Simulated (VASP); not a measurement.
# MgAu (Pm-3m) in VASP: further runs

Runs on MgAu. Level: LDA. Tasks: vibrations by perturbation theory.

All numbers are computed with VASP 6.6.1; they aren't measurements. Logs are shortened: lines on timing, memory, paths and dates and some standing lists are left out, and cuts for length are marked.

**1. The cell of the first run**

Symmetry: Pm-3m, No. 221, cubic system. Conventional cell: a = 3.048 Å, b = 3.048 Å, c = 3.048 Å, α = 90.00°, β = 90.00°, γ = 90.00°. Within 3.5 Å of Mg (site symmetry m-3m) lie 8 Au at 2.64 Å and 6 Mg at 3.05 Å. Au (site symmetry m-3m) has 8 Mg at 2.64 Å and 6 Au at 3.05 Å within 3.5 Å.

**2. Vibrations by perturbation theory, LDA**

INCAR reads:

```
SYSTEM = MgAu
  ALGO = Fast
  EDIFF = 1E-8
  ENCUT = 520
  GGA = CA
  IBRION = 8
  ISIF = 2
  ISMEAR = -1
  LASPH = .TRUE.
  LCHARG = .FALSE.
  LREAL = .FALSE.
  LWAVE = .FALSE.
  NBANDS = 14
  NELM = 60
  NSW = 1
  PREC = Accurate
  SIGMA = 0.15
```

KPOINTS reads:

```
k-points
0
G
  14 14 14
  0 0 0
```

POSCAR reads:

```
MgAu
1.0
    3.0484616637      0.0000000000      0.0000000000
    0.0000000000      3.0484616637      0.0000000000
    0.0000000000      0.0000000000      3.0484616637
Mg Au
1 1
Direct
    0.5000000000      0.5000000000      0.5000000000
    0.0000000000      0.0000000000      0.0000000000
```

Potentials or basis: VASP PAW LDA potentials, release 64 (Mg, Au).

On the command line:

```console
> cat potpaw_LDA.64/Mg/POTCAR potpaw_LDA.64/Au/POTCAR > POTCAR
> mpirun -np 1 vasp_std > vasp.out
```

OUTCAR:

```text
SYSTEM = MgAu
   EDIFF = 1E-8
   ENCUT = 520
   GGA = CA
   IBRION = 8
   ISIF = 2
   ISMEAR = -1
   LASPH = .TRUE.
   LREAL = .FALSE.
   NELM = 60
   NSW = 1
   PREC = Accurate

 ion  position               nearest neighbor table
   1  0.500  0.500  0.500-   2 2.64   2 2.64   2 2.64   2 2.64   2 2.64   2 2.64   2 2.64   2 2.64

   2  0.000  0.000  0.000-   1 2.64   1 2.64   1 2.64   1 2.64   1 2.64   1 2.64   1 2.64   1 2.64

  LATTYP: Found a simple cubic cell.
 ALAT       =     3.0484616637

  Lattice vectors:

 A1 = (   3.0484616637,   0.0000000000,   0.0000000000)
 A2 = (   0.0000000000,   3.0484616637,   0.0000000000)
 A3 = (   0.0000000000,   0.0000000000,   3.0484616637)

Analysis of symmetry for initial positions (statically):
=====================================================================
 Subroutine PRICEL returns:
 Original cell was already a primitive cell.

 Routine SETGRP: Setting up the symmetry group for a
 simple cubic supercell.

 Subroutine GETGRP returns: Found 48 space group operations
[... 9 lines left out ...]

 Routine SETGRP: Setting up the symmetry group for a
 simple cubic supercell.

 Subroutine GETGRP returns: Found 48 space group operations
[... 11 lines left out ...]
                                     Primitive cell

  volume of cell :      28.3297

  direct lattice vectors                    reciprocal lattice vectors
     3.048461664  0.000000000  0.000000000     0.328034304  0.000000000  0.000000000
     0.000000000  3.048461664  0.000000000     0.000000000  0.328034304  0.000000000
     0.000000000  0.000000000  3.048461664     0.000000000  0.000000000  0.328034304

  length of vectors
     3.048461664  3.048461664  3.048461664     0.328034304  0.328034304  0.328034304

  position of ions in fractional coordinates (direct lattice)
     0.500000000  0.500000000  0.500000000
     0.000000000  0.000000000  0.000000000

  ion indices of the primitive-cell ions
   primitive index   ion index
                 1           1
                 2           2

----------------------------------------------------------------------------------------

 KPOINTS: k-points

Automatic generation of k-mesh.
 Grid dimensions read from file:
 generate k-points for:   14   14   14

 Generating k-lattice:

  Cartesian coordinates                     Fractional coordinates (reciprocal lattice)
     0.023431022  0.000000000  0.000000000     0.071428571  0.000000000  0.000000000
     0.000000000  0.023431022  0.000000000     0.000000000  0.071428571  0.000000000
     0.000000000  0.000000000  0.023431022     0.000000000  0.000000000  0.071428571

  Length of vectors
     0.023431022  0.023431022  0.023431022

  Shift w.r.t. Gamma in fractional coordinates (k-lattice)
     0.000000000  0.000000000  0.000000000

 Subroutine IBZKPT returns following result:
 ===========================================

 Found    120 irreducible k-points:

 Following reciprocal coordinates:
            Coordinates               Weight
  0.000000  0.000000  0.000000      1.000000
  0.071429  0.000000  0.000000      6.000000
  0.142857  0.000000  0.000000      6.000000
  0.214286  0.000000  0.000000      6.000000
  0.285714  0.000000  0.000000      6.000000
  0.357143  0.000000  0.000000      6.000000
[... 16 lines left out ...]
  0.285714  0.214286  0.000000     24.000000
  0.357143  0.214286  0.000000     24.000000
 [... further k-points ...]
[... 47 lines left out ...]
   LEPSILON=     F    determine dielectric tensor
   LRPA    =     F    only Hartree local field effects (RPA)
 non-spin polarized calculation
 RMM-DIIS sequential band-by-band and
  energy-cutoff  :      520.00
  volume of cell :       28.33
 maximum number of plane-waves:       784
 NGX is ok and might be reduce to    24
   NGX = 11   NGY = 11   NGZ = 11

--------------------------------------- Ionic step        1  -------------------------------------------

 number of electron      13.0000001 magnetization

 Free energy of the ion-electron system (eV)
  ---------------------------------------------------
  ext. energy  EPLUGINS =         0.00000000
  ---------------------------------------------------
  free energy    TOTEN  =        -7.31201028 eV

  energy without entropy =       -7.27608986  energy(sigma->0) =       -7.29405007

 E-fermi :   9.1721     XC(G=0): -12.2726

 val. band max:        9.0965839158   @ k =   0.3571   0.3571   0.0000
 cond. band min:       9.1752011109   @ k =   0.4286   0.3571   0.2143
 fundamental gap:      0.0786171951
 Fermi energy:         9.1720810147

 k-point     1 :       0.0000    0.0000    0.0000
  band No.  band energies     occupation
      1      -1.5904      2.00000
      2       2.0108      2.00000
      3       2.0108      2.00000
      4       4.5716      2.00000
      5       4.5716      2.00000
      6       4.5716      2.00000
      7      15.1096      0.00000
      8      15.1096      0.00000
      9      15.1096      0.00000
     10      18.9873      0.00000
     11      18.9873      0.00000
     12      22.1887      0.00000
     13      27.5455      0.00000
     14      27.5455      0.00000
[... 377 lines left out ...]
      1       1.0298      2.00000
      2       2.4595      2.00000
      3       3.0484      2.00000
      4       3.7999      2.00000
      5       4.1462      2.00000
      6       4.2615      2.00000
      7       8.9384      1.65212
      8      13.5309      0.00000
      9      17.0956      0.00000
     10      18.9938      0.00000
     11      21.4613      0.00000
     12      23.7652      0.00000
     13      24.2375      0.00000
     14      25.9422      0.00000

 [... further k-points ...]

------------------------ aborting loop because EDIFF is reached ----------------------------------------

  FORCE on cell =-STRESS in cart. coord.  units (eV):
  Direction    XX          YY          ZZ          XY          YZ          ZX
  --------------------------------------------------------------------------------------
  -------------------------------------------------------------------------------------
  Total        4.3662741      4.3662741      4.3662741      0.0000000     -0.0000000      0.0000000
  in kB      246.9331304    246.9331304    246.9331304      0.0000000     -0.0000000      0.0000000
  external PRESSURE =     246.9331304 kB  Pullay stress =       0.0000000 kB

 VOLUME and BASIS-vectors are now :
 -----------------------------------------------------------------------------
  energy-cutoff  :      520.00
  volume of cell :       28.33
      direct lattice vectors                 reciprocal lattice vectors
     3.048461664  0.000000000  0.000000000     0.328034304  0.000000000  0.000000000
     0.000000000  3.048461664  0.000000000     0.000000000  0.328034304  0.000000000
     0.000000000  0.000000000  3.048461664     0.000000000  0.000000000  0.328034304

 POSITION                                       TOTAL-FORCE (eV/Angst)
 -----------------------------------------------------------------------------------
      1.52423      1.52423      1.52423         0.000000      0.000000      0.000000
      0.00000      0.00000      0.00000         0.000000      0.000000      0.000000
 -----------------------------------------------------------------------------------
    total drift:                                0.000000      0.000000      0.000000

  FREE ENERGIE OF THE ION-ELECTRON SYSTEM (eV)
  ---------------------------------------------------
  free  energy   TOTEN  =        -7.3120102828 eV

  energy  without entropy=       -7.2760898612  energy(sigma->0) =       -7.29405007

[... ionic steps 2 to 3 ...]

--------------------------------------- Ionic step        4  -------------------------------------------

------------------------ aborting loop because EDIFF is reached ----------------------------------------

[... ionic steps 5 to 6 ...]

--------------------------------------- Ionic step        7  -------------------------------------------

 Free energy of the ion-electron system (eV)
  ---------------------------------------------------
  ---------------------------------------------------
  free energy    TOTEN  =        -0.28100922 eV

  energy without entropy =       -0.28100922

------------------------ aborting loop because EDIFF is reached ----------------------------------------

 INTERNAL STRAIN TENSOR  FOR ION    2  DIRECTION 1   (eV/Angst):
 -----------------------------------------------------------------------------
     0.01107 -0.00000  0.00000
    -0.00000  0.00674  0.00000
     0.00000  0.00000  0.00674

 INTERNAL STRAIN TENSOR FOR ION    2 for displacements in x,y,z  (eV/Angst):
          X           Y           Z          XY          YZ          ZX
  --------------------------------------------------------------------------------
  x     0.00000     0.00000     0.00000     0.00000     0.00000     0.00000
  y     0.00000     0.00000     0.00000     0.00000     0.00000     0.00000
  z     0.00000     0.00000     0.00000     0.00000     0.00000     0.00000

 SECOND DERIVATIVES (NOT SYMMETRIZED)
 ------------------------------------
               1X          1Y          1Z          2X          2Y          2Z
  1X    -7.077080   -0.000000    0.000000    7.077080    0.000000   -0.000000
  1Y    -0.000000   -7.077080    0.000000    0.000000    7.077080   -0.000000
  1Z     0.000000    0.000000   -7.077080   -0.000000   -0.000000    7.077080
  2X     7.074647    0.000000   -0.000000   -7.074647   -0.000000    0.000000
  2Y     0.000000    7.074647   -0.000000   -0.000000   -7.074647    0.000000
  2Z    -0.000000   -0.000000    7.074647    0.000000    0.000000   -7.074647

 Eigenvectors and eigenvalues of the dynamical matrix
 ----------------------------------------------------

   1 f  =    8.941047 THz    56.178255 2PiTHz  298.241223 cm-1    36.977182 meV
             X         Y         Z           dx          dy          dz
      1.524231  1.524231  1.524231    -0.943499   -0.000000   -0.000000
      0.000000  0.000000  0.000000     0.331375    0.000000    0.000000
[... 21 lines left out ...]
   6 f/i=    0.000480 THz     0.003019 2PiTHz    0.016027 cm-1     0.001987 meV
             X         Y         Z           dx          dy          dz
      1.524231  1.524231  1.524231     0.000000    0.295637    0.149692
      0.000000  0.000000  0.000000     0.000000    0.841747    0.426208

--------------------------------------------------------------------------------------------------------

 ELASTIC MODULI CONTR FROM IONIC RELAXATION (kBar)
 Direction    XX          YY          ZZ          XY          YZ          ZX
 --------------------------------------------------------------------------------
 XX           0.0000      0.0000      0.0000      0.0000      0.0000      0.0000
 YY           0.0000      0.0000      0.0000      0.0000      0.0000      0.0000
 ZZ           0.0000      0.0000      0.0000      0.0000      0.0000      0.0000
 XY           0.0000      0.0000      0.0000      0.0000      0.0000      0.0000
 YZ           0.0000      0.0000      0.0000      0.0000      0.0000      0.0000
 ZX           0.0000      0.0000      0.0000      0.0000      0.0000      0.0000
 --------------------------------------------------------------------------------
```

Wall time 2.8 min (1 thread of Intel Xeon Platinum 8488C (Sapphire Rapids), shared host); peak memory 0.4 GiB.

Results:

```yaml
Highest_phonon_frequency_at_Γ_LO-TO_splitting_left_out: 298 cm⁻¹
```

Phonon frequencies in cm⁻¹ (negative: imaginary):
| q point | frequencies |
| --- | --- |
| (0.000, 0.000, 0.000) | 0 0 0 298 298 298 |

Caveat: the cell wasn't relaxed at this level first, which shifts response properties; spin-orbit coupling is left out, which moves the levels of the heavy elements.

**3. Vibrations by perturbation theory, LDA**

This run uses another cell than the first one, of 15.62 Å³/atom, 1.103 times its volume.

INCAR reads:

```
ALGO = Normal ; EDIFF = 1E-8
ENCUT = 520 ; GGA = CA
IBRION = 8 ; ISIF = 2
ISMEAR = -1 ; LASPH = T
LCHARG = F ; LREAL = F
LWAVE = F ; NBANDS = 14
NELM = 60 ; NSW = 1
PREC = Accurate ; SIGMA = 0.15
```

KPOINTS reads:

```
k-points
0
Gamma
  14 14 14
```

POSCAR reads:

```
MgAu
1.0
    3.1493331715      0.0000000000      0.0000000000
    0.0000000000      3.1493331715      0.0000000000
    0.0000000000      0.0000000000      3.1493331715
Mg Au
1 1
Direct
    0.5000000000      0.5000000000      0.5000000000
    0.0000000000      0.0000000000      0.0000000000
```

Potentials or basis: VASP PAW LDA potentials, release 64 (Mg, Au).

On the command line:

```console
> cat potpaw_LDA.64/Mg/POTCAR potpaw_LDA.64/Au/POTCAR > POTCAR
> mpirun -np 1 vasp_std > vasp.out
```

OUTCAR:

```text
EDIFF = 1E-8
   ENCUT = 520
   GGA = CA
   IBRION = 8
   ISIF = 2
   ISMEAR = -1
   LASPH = T
   LREAL = F
   NELM = 60
   NSW = 1
   PREC = Accurate

 ion  position               nearest neighbor table
   1  0.500  0.500  0.500-   2 2.73   2 2.73   2 2.73   2 2.73   2 2.73   2 2.73   2 2.73   2 2.73

   2  0.000  0.000  0.000-   1 2.73   1 2.73   1 2.73   1 2.73   1 2.73   1 2.73   1 2.73   1 2.73

  LATTYP: Found a simple cubic cell.
 ALAT       =     3.1493331715

  Lattice vectors:

[... 664 lines left out ...]
  1X    -4.806276    0.000000    0.000000    4.806276    0.000000    0.000000
  1Y    -0.000000   -4.806276    0.000000    0.000000    4.806276    0.000000
  1Z    -0.000000   -0.000000   -4.806276    0.000000    0.000000    4.806276
  2X     4.806449   -0.000000   -0.000000   -4.806449    0.000000    0.000000
  2Y    -0.000000    4.806449   -0.000000    0.000000   -4.806449    0.000000
  2Z     0.000000   -0.000000    4.806449   -0.000000    0.000000   -4.806449

 Eigenvectors and eigenvalues of the dynamical matrix
 ----------------------------------------------------

   1 f  =    7.368426 THz    46.297186 2PiTHz  245.784233 cm-1    30.473347 meV
             X         Y         Z           dx          dy          dz
      1.574667  1.574667  1.574667     0.000000   -0.943480   -0.000000
      0.000000  0.000000  0.000000     0.000000    0.331431    0.000000
[... 21 lines left out ...]
   6 f/i=    0.000042 THz     0.000261 2PiTHz    0.001387 cm-1     0.000172 meV
             X         Y         Z           dx          dy          dz
      1.574667  1.574667  1.574667    -0.324670   -0.064550   -0.016398
      0.000000  0.000000  0.000000    -0.924235   -0.183753   -0.046679

--------------------------------------------------------------------------------------------------------

 ELASTIC MODULI CONTR FROM IONIC RELAXATION (kBar)
 Direction    XX          YY          ZZ          XY          YZ          ZX
 --------------------------------------------------------------------------------
 XX           0.0000      0.0000      0.0000      0.0000      0.0000      0.0000
 YY           0.0000      0.0000      0.0000      0.0000      0.0000      0.0000
 ZZ           0.0000      0.0000      0.0000      0.0000      0.0000      0.0000
 XY           0.0000      0.0000      0.0000      0.0000      0.0000      0.0000
 YZ           0.0000      0.0000      0.0000      0.0000      0.0000      0.0000
 ZX           0.0000      0.0000      0.0000      0.0000      0.0000      0.0000
 --------------------------------------------------------------------------------
```

Wall time 2.4 min (1 thread of Intel Xeon Platinum 8488C (Sapphire Rapids), shared host); peak memory 0.37 GiB.

Results:

* Highest phonon frequency at Γ, LO-TO splitting left out: 246 cm⁻¹

Phonon frequencies in cm⁻¹ (negative: imaginary):
```
              q point        frequencies
(0.000, 0.000, 0.000)  0 0 0 246 246 246
```

Caveat: the cell wasn't relaxed at this level first, which shifts response properties; spin-orbit coupling is left out, which moves the levels of the heavy elements.
